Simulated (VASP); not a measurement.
Runs of VASP 6.6.1 on Ti. The structure is that of space group Im-3m (No. 229), or close to it. The cells are those of the table. 

```tsv
cell	gap on the mesh (eV)	pressure (GPa)
a = 2.852 Å, angles 109.5°, 1 atom	none	-11.9
a = 2.880 Å, angles 109.5°, 1 atom	none	(b)
a = 2.907 Å, angles 109.5°, 1 atom	none	-15.8
a = 2.823 Å, angles 109.5°, 1 atom	none	-9.4
a = 2.794 Å, angles 109.5°, 1 atom	none	(a)
```

Alike in all rows: task single point; level LDA; potentials or basis VASP PAW LDA potentials, release 64 (Ti_sv); no spin polarisation; k mesh 12 × 12 × 12; cutoff (eV) 520; smearing gaussian 0.1 eV.

Task: Fill in the values left out.

Result: (a) -6.5; (b) -14.0.

A gap of «none» marks levels without a gap at the run's occupations.
